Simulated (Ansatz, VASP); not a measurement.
**SiO2 in VASP and in Ansatz**

File INCAR:

```
  PREC = Accurate
  ENCUT = 910
  EDIFF = 1E-6
  ISMEAR = 0
  SIGMA = 0.05
  LREAL = F
  LASPH = T
  NELM = 120
  ALGO = Normal
  ISIF = 2
  LWAVE = F
  LCHARG = F
  GGA = CA
  NBANDS = 25
  GGA_COMPAT = F
```

Contents of KPOINTS:

```
Automatic mesh
0
Gamma
  6 6 8
```

The input POSCAR:

```
SiO2
1.0
    4.2299000000      0.0000000000      0.0000000000
    0.0000000000      4.2299000000      0.0000000000
    0.0000000000      0.0000000000      2.3420000000
Si O
2 4
Direct
    0.5000000000      0.5000000000      0.5000000000
    0.0000000000      0.0000000000      0.0000000000
    0.6944252994      0.6944252994      0.0000000000
    0.1944252994      0.8055747006      0.5000000000
    0.3055747006      0.3055747006      0.0000000000
    0.8055747006      0.1944252994      0.5000000000
```

Input for Ansatz:

```yaml
crystal:
  lattice:
    - [4.2299, 0.0, 0.0]
    - [0.0, 4.2299, 0.0]
    - [0.0, 0.0, 2.342]
  atoms:
    - { symbol: Si, position: [0.5, 0.5, 0.5] }
    - { symbol: Si, position: [0.0, 0.0, 0.0] }
    - { symbol: O, position: [0.6944252994, 0.6944252994, 0.0] }
    - { symbol: O, position: [0.1944252994, 0.8055747006, 0.5] }
    - { symbol: O, position: [0.3055747006, 0.3055747006, 0.0] }
    - { symbol: O, position: [0.8055747006, 0.1944252994, 0.5] }
basis:
  ecutwfc: 520.0
kpoints:
  mp_grid: { grid: [6, 6, 8] }
hamiltonian:
  xc: lda
  pseudopotentials: { kind: paw, azcp: { folder: soft_1 } }
scf:
  occupations: { method: gaussian, width: 0.05 }
output:
  forces: true
  stress: true
  eigenvalues: true
```

Alike in both runs: task single point; functional LDA; k mesh 6 × 6 × 8; occupations gaussian, width 0.05 eV; no spin polarisation.

|  | VASP | Ansatz |
| --- | --- | --- |
| version | VASP 6.6.1 | Ansatz 0.2.0 |
| potentials or method | VASP PAW LDA potentials, release 64 (Si, O_h), cutoff 910 eV | scalar-relativistic, plane waves, PAW |
| valence electrons in the cell | 32 | 32 |

|  | VASP | Ansatz | Ansatz less VASP |
| --- | --- | --- | --- |
| gap on the k mesh at the Fermi level (eV) | 7.46 | 7.45 | -0.006 |
| least direct gap on the mesh (eV) | 7.46 | 7.45 | -0.006 |
| rms of the force components (eV/Å) | 0.176 | 0.152 | -0.0244 |

Ansatz warns that its potentials were made for another functional, while VASP's fit it. LDA's correlation is that of Perdew and Zunger in VASP and of Perdew and Wang (1992) in Ansatz. Atom by atom the forces differ by 0.024 eV/Å (rms over components).

Noted on VASP's run: the cutoff is short for stress, so the pressure is rough.
